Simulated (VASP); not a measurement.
# Pt (Fm-3m) in VASP: a series of runs

The runs below take Pt through single point, with LDA.

Everything below comes from runs of VASP 6.6.1. Logs are shortened: lines on timing, memory, paths and dates and some standing lists are left out, and cuts for length are marked.

**1. The cell of the first run**

It takes space group Fm-3m (No. 225, cubic). The conventional cell has a = 4.017 Å, b = 4.017 Å, c = 4.017 Å, α = 90.00°, β = 90.00°, γ = 90.00°. Within 3.7 Å of Pt (site symmetry m-3m) lie 12 Pt at 2.84 Å.

**2. Single point, LDA**

INCAR

```
PREC = Accurate
ENCUT = 520
EDIFF = 1E-6
ISMEAR = 1
SIGMA = 0.1
LREAL = F
LASPH = T
NELM = 60
ALGO = Normal
ISIF = 2
LWAVE = F
LCHARG = T
LELF = T
LVHAR = T
NBANDS = 11
```

KPOINTS

```
regular mesh
0
Gamma
  13 13 13
```

POSCAR

```
Pt
1.0
    0.0000000000      2.0087455821      2.0087455821
    2.0087455821      0.0000000000      2.0087455821
    2.0087455821      2.0087455821      0.0000000000
Pt
1
Direct
    0.0000000000      0.0000000000      0.0000000000
```

Potentials or basis: VASP PAW LDA potentials, release 64 (Pt).

On the command line:

```
$ cat potpaw_LDA.64/Pt/POTCAR > POTCAR
$ mpirun -np 1 vasp_std > vasp.out
```

OUTCAR:

```text
PREC = Accurate
   ENCUT = 520
   EDIFF = 1E-6
   ISMEAR = 1
   LREAL = F
   LASPH = T
   NELM = 60
   ISIF = 2

 ion  position               nearest neighbor table
   1  0.000  0.000  0.000-

  LATTYP: Found a face centered cubic cell.
 ALAT       =     4.0174911642

  Lattice vectors:

 A1 = (   0.0000000000,   2.0087455821,   2.0087455821)
 A2 = (   2.0087455821,   0.0000000000,   2.0087455821)
 A3 = (   2.0087455821,   2.0087455821,   0.0000000000)

Analysis of symmetry for initial positions (statically):
=====================================================================
 Subroutine PRICEL returns:
 Original cell was already a primitive cell.

 Routine SETGRP: Setting up the symmetry group for a
 face centered cubic supercell.

 Subroutine GETGRP returns: Found 48 space group operations
 (whereof 48 operations were pure point group operations)
 out of a pool of 48 trial point group operations.

The static configuration has the point symmetry O_h .

Analysis of symmetry for dynamics (positions and initial velocities):
=====================================================================
 Subroutine PRICEL returns:
 Original cell was already a primitive cell.

 Routine SETGRP: Setting up the symmetry group for a
 face centered cubic supercell.

 Subroutine GETGRP returns: Found 48 space group operations
 (whereof 48 operations were pure point group operations)
 out of a pool of 48 trial point group operations.

The dynamic configuration has the point symmetry O_h .

 Subroutine INISYM returns: Found 48 space group operations
 (whereof 48 operations are pure point group operations),
 and found     1 'primitive' translations

----------------------------------------------------------------------------------------

                                     Primitive cell

  volume of cell :      16.2108

  direct lattice vectors                    reciprocal lattice vectors
     0.000000000  2.008745582  2.008745582    -0.248911562  0.248911562  0.248911562
     2.008745582  0.000000000  2.008745582     0.248911562 -0.248911562  0.248911562
     2.008745582  2.008745582  0.000000000     0.248911562  0.248911562 -0.248911562

  length of vectors
     2.840795246  2.840795246  2.840795246     0.431127472  0.431127472  0.431127472

  position of ions in fractional coordinates (direct lattice)
     0.000000000  0.000000000  0.000000000

  ion indices of the primitive-cell ions
   primitive index   ion index
                 1           1

----------------------------------------------------------------------------------------

 KPOINTS: regular mesh

Automatic generation of k-mesh.
 Grid dimensions read from file:
 generate k-points for:   13   13   13

 Generating k-lattice:

  Cartesian coordinates                     Fractional coordinates (reciprocal lattice)
    -0.019147043  0.019147043  0.019147043     0.076923077  0.000000000  0.000000000
     0.019147043 -0.019147043  0.019147043     0.000000000  0.076923077  0.000000000
     0.019147043  0.019147043 -0.019147043     0.000000000  0.000000000  0.076923077

  Length of vectors
     0.033163652  0.033163652  0.033163652

  Shift w.r.t. Gamma in fractional coordinates (k-lattice)
     0.000000000  0.000000000  0.000000000

 Subroutine IBZKPT returns following result:
 ===========================================

 Found     84 irreducible k-points:

 Following reciprocal coordinates:
            Coordinates               Weight
  0.000000  0.000000  0.000000      1.000000
  0.076923  0.000000  0.000000      8.000000
  0.153846  0.000000  0.000000      8.000000
  0.230769  0.000000  0.000000      8.000000
  0.307692  0.000000  0.000000      8.000000
  0.384615  0.000000  0.000000      8.000000
[... 16 lines left out ...]
  0.384615  0.153846  0.000000     24.000000
  0.461538  0.153846  0.000000     24.000000
 [... further k-points ...]
   k-points           NKPTS =     84   k-points in BZ     NKDIM =     84   number of bands    NBANDS=     11
   number of dos      NEDOS =    301   number of ions     NIONS =      1
   total plane-waves  NPLWV =  13824
   dimension x,y,z NGX =    24 NGY =   24 NGZ =   24
   dimension x,y,z NGXF=    48 NGYF=   48 NGZF=   48
   ions per type =               1
   NGX,Y,Z   is equivalent  to a cutoff of  14.05, 14.05, 14.05 a.u.
   NGXF,Y,Z  is equivalent  to a cutoff of  28.09, 28.09, 28.09 a.u.
 SYSTEM =  unknown system
   PREC   = accura    normal or accurate (medium, high low for compatibility)
   ISTART =      0    job   : 0-new  1-cont  2-samecut
   ICHARG =      2    charge: 1-file 2-atom 10-const
   ISPIN  =      1    spin polarized calculation?
   LNONCOLLINEAR =      F non collinear calculations
   LSORBIT =      F    spin-orbit coupling
   LASPH  =      T    aspherical Exc in radial PAW
   ENCUT  =  520.0 eV  38.22 Ry    6.18 a.u.   5.28  5.28  5.28*2*pi/ulx,y,z
   NELM   =     60;   NELMIN=  2; NELMDL= -5     # of ELM steps
   EDIFF  = 0.1E-05   stopping-criterion for ELM
   LREAL  =      F    real-space projection
   EDIFFG = 0.1E-04   stopping-criterion for IOM
   NSW    =      0    number of steps for IOM
   IBRION =     -1    ionic relax: 0-MD 1-quasi-New 2-CG
   NFREE  =      0    steps in history (QN), initial steepest desc. (CG)
   ISIF   =      2    stress and relaxation
   ISYM   =      2    0-nonsym 1-usesym 2-fastsym
   POTIM  = 0.5000    time-step for ionic-motion
   TEBEG  =    0.0;   TEEND  =   0.0 temperature during run
   PSTRESS=    0.0 pullay stress
   NELECT =      10.0000    total number of electrons
   NUPDOWN=      -1.0000    fix difference up-down
   EMIN   =  10.00;   EMAX   =-10.00  energy-range for DOS
   EFERMI =   0.00;   METHOD = LEGACY
   ISMEAR =     1;   SIGMA  =   0.10  broadening in eV -4-tet -1-fermi 0-gaus
   EFERMI_NEDOS =   21; number of points for ismear=-14 and -15
   IALGO  =     38    algorithm
   IMIX   =      4    mixing-type and parameters
     AMIX     =   0.40;   BMIX     =  1.00
     AMIX_MAG =   1.60;   BMIX_MAG =  1.00
  volume/ion in A,a.u.               =      16.21       109.40
  Fermi-wavevector in a.u.,A,eV,Ry     =   1.393606  2.633533 26.424374  1.942137
  Thomas-Fermi vector in A             =   2.517235
   LORBIT       =      0    0 simple, 1 ext, 2 COOP (PROOUT), +10 PAW based schemes
   GGA     = CA    functional components
   LHFCALC =     F    Hartree Fock is set to
   AEXX    =    0.0000 exact exchange contribution
   IVDW    =     0    specifies the selected vdW correction
   LEPSILON=     F    determine dielectric tensor
   LRPA    =     F    only Hartree local field effects (RPA)
 non-spin polarized calculation
 Methfessel and Paxton  Order N= 1 SIGMA  =   0.10
  energy-cutoff  :      520.00
  volume of cell :       16.21
 maximum number of plane-waves:       446
 NGX is ok and might be reduce to    24
   NGX = 11   NGY = 11   NGZ = 11

 number of electron      10.0000000 magnetization

 number of electron       9.9999999 magnetization

 Free energy of the ion-electron system (eV)
  ---------------------------------------------------
  ext. energy  EPLUGINS =         0.00000000
  ---------------------------------------------------
  free energy    TOTEN  =        -7.38934092 eV

  energy without entropy =       -7.38799813  energy(sigma->0) =       -7.38889333

 E-fermi :   9.7680     XC(G=0): -13.2733

 val. band max:        9.7652341071   @ k =  -0.4615   0.3077   0.0769
 cond. band min:       9.7812080262   @ k =  -0.3077   0.3846   0.1538
 fundamental gap:      0.0159739191
 Fermi energy:         9.7679949638

 k-point     1 :       0.0000    0.0000    0.0000
  band No.  band energies     occupation
      1       0.3239      2.00000
      2       6.3778      2.00000
      3       6.3778      2.00000
      4       6.3778      2.00000
      5       8.3249      2.00000
      6       8.3249      2.00000
      7      24.5853      0.00000
      8      29.0977      0.00000
      9      29.0977      0.00000
     10      29.0977      0.00000
     11      34.2963      0.00000

 k-point     2 :       0.0769    0.0000    0.0000
  band No.  band energies     occupation
      1       0.5451      2.00000
      2       6.2875      2.00000
      3       6.4616      2.00000
      4       6.4616      2.00000
      5       8.2815      2.00000
      6       8.2815      2.00000
      7      24.9068      0.00000
      8      27.9568      0.00000
      9      29.4195      0.00000
     10      29.4195      0.00000
     11      35.3812      0.00000

 k-point     3 :       0.1538    0.0000    0.0000
  band No.  band energies     occupation
      1       1.1703      2.00000
      2       6.0926      2.00000
      3       6.6471      2.00000
      4       6.6471      2.00000
      5       8.2312      2.00000
      6       8.2312      2.00000
      7      25.5490      0.00000
      8      25.9305      0.00000
      9      30.3136      0.00000
     10      30.3136      0.00000
     11      34.1208      0.00000

 k-point     4 :       0.2308    0.0000    0.0000
  band No.  band energies     occupation
      1       2.0427      2.00000
      2       6.0271      2.00000
      3       6.7356      2.00000
      4       6.7356      2.00000
      5       8.3935      2.00000
      6       8.3935      2.00000
      7      23.3033      0.00000
      8      26.1166      0.00000
      9      31.4157      0.00000
     10      31.4157      0.00000
     11      32.6480      0.00000

 k-point     5 :       0.3077    0.0000    0.0000
  band No.  band energies     occupation
      1       2.7886      2.00000
      2       6.5134      2.00000
      3       6.6280      2.00000
      4       6.6280      2.00000
      5       8.8539      2.00000
      6       8.8539      2.00000
      7      20.5238      0.00000
      8      25.4849      0.00000
      9      30.8495      0.00000
     10      30.8495      0.00000
     11      33.5289      0.00000
[... 211 lines left out ...]
 k-point    21 :       0.2308    0.1538    0.0000
  band No.  band energies     occupation
      1       2.1508      2.00000
      2       5.4607      2.00000
      3       6.9907      2.00000
      4       7.2185      2.00000
      5       7.6981      2.00000
      6       8.7902      2.00000
      7      25.6044      0.00000
      8      26.9923      0.00000
      9      28.0583      0.00000
     10      29.0416      0.00000
     11      32.7847      0.00000

 k-point    22 :       0.3077    0.1538    0.0000
  band No.  band energies     occupation
      1       2.9941      2.00000
      2       5.3731      2.00000
      3       6.6145      2.00000
      4       7.2860      2.00000
      5       8.4848      2.00000
      6       9.1452      2.00000
      7      22.8461      0.00000
      8      26.7899      0.00000
      9      27.4774      0.00000
     10      29.2926      0.00000
     11      32.8889      0.00000

 k-point    23 :       0.3846    0.1538    0.0000
  band No.  band energies     occupation
      1       3.5773      2.00000
      2       5.7607      2.00000
      3       6.2900      2.00000
      4       7.1682      2.00000
      5       9.5866      2.02777
      6       9.6564      2.06674
      7      19.7804      0.00000
      8      25.8562      0.00000
      9      26.8756      0.00000
     10      28.7361      0.00000
     11      34.8636      0.00000

 k-point    24 :       0.4615    0.1538    0.0000
  band No.  band energies     occupation
      1       3.7405      2.00000
      2       5.9463      2.00000
      3       6.7335      2.00000
      4       7.0042      2.00000
      5       9.8481      0.01962
      6      11.1768     -0.00000
      7      16.8772      0.00000
      8      25.0723      0.00000
      9      26.6376      0.00000
     10      27.5610      0.00000
     11      36.0246      0.00000

 [... further k-points ...]
[... 5 lines left out ...]
  --------------------------------------------------------------------------------------
  -------------------------------------------------------------------------------------
  Total       -2.2324528     -2.2324528     -2.2324528     -0.0000000     -0.0000000     -0.0000000
  in kB     -220.6419415   -220.6419415   -220.6419415     -0.0000000     -0.0000000     -0.0000000
  external PRESSURE =    -220.6419415 kB  Pullay stress =       0.0000000 kB

 VOLUME and BASIS-vectors are now :
 -----------------------------------------------------------------------------
  energy-cutoff  :      520.00
  volume of cell :       16.21
      direct lattice vectors                 reciprocal lattice vectors
     0.000000000  2.008745582  2.008745582    -0.248911562  0.248911562  0.248911562
     2.008745582  0.000000000  2.008745582     0.248911562 -0.248911562  0.248911562
     2.008745582  2.008745582  0.000000000     0.248911562  0.248911562 -0.248911562

 POSITION                                       TOTAL-FORCE (eV/Angst)
 -----------------------------------------------------------------------------------
      0.00000      0.00000      0.00000         0.000000     -0.000000      0.000000
 -----------------------------------------------------------------------------------
    total drift:                                0.000000      0.000000     -0.000000

  FREE ENERGIE OF THE ION-ELECTRON SYSTEM (eV)
  ---------------------------------------------------
  free  energy   TOTEN  =        -7.3893409231 eV

  energy  without entropy=       -7.3879981296  energy(sigma->0) =       -7.38889333
```

It took 9.4 s on 1 thread of Intel Xeon 6975P-C, shared host; peak memory 0.14 GiB.

What came out:

```yaml
Free_energy: -7.3893 eV
Pressure: -22.1 GPa
Band_gap_on_the_k_mesh: zero (band 5 reaches 10.13 eV, above the bottom of band 6 at 8.23 eV)
```

Caveat: spin-orbit coupling is left out, which moves the levels of the heavy elements.

**3. Single point, LDA**

This run uses another cell than the first one, of 16.59 Å³/atom, 1.023 times its volume.

INCAR

```
SYSTEM = Pt
PREC = Accurate ; ENCUT = 520
EDIFF = 1E-6 ; ISMEAR = 1
SIGMA = 0.1 ; LREAL = .False.
LASPH = .True. ; NELM = 100
ALGO = Normal ; ISIF = 2
LWAVE = .False. ; LCHARG = .False.
NBANDS = 11
```

KPOINTS

```
Automatic mesh
0
Gamma
  13 13 13
  0 0 0
```

POSCAR

```
Pt
1.0
    0.0000000000      2.0241980784      2.0241980784
    2.0241980784      0.0000000000      2.0241980784
    2.0241980784      2.0241980784      0.0000000000
Pt
1
Direct
    0.0000000000      0.0000000000      0.0000000000
```

Potentials or basis: VASP PAW LDA potentials, release 64 (Pt).

On the command line:

```
$ cat potpaw_LDA.64/Pt/POTCAR > POTCAR
$ mpirun -np 1 vasp_std > vasp.out
```

Wall time 11 s (1 thread of Intel Xeon 6975P-C, shared host); peak memory 0.14 GiB.

Results (log left out):

```
Free energy            : -7.3331 eV
Pressure               : -25.9 GPa
Band gap on the k mesh : zero (band 5 reaches 9.70 eV, above the bottom of band 6 at 7.88 eV)
```

Levels at points of the mesh, in eV from the Fermi level:
| k point | band 2 | band 3 | band 4 | band 5 | band 6 | band 7 | band 8 | band 9 |
| --- | --- | --- | --- | --- | --- | --- | --- | --- |
| (0.00, 0.00, 0.00) | -3.26 | -3.26 | -3.26 | -1.39 | -1.39 | 14.86 | 19.25 | 19.25 |

Caveat: spin-orbit coupling is left out, which moves the levels of the heavy elements.
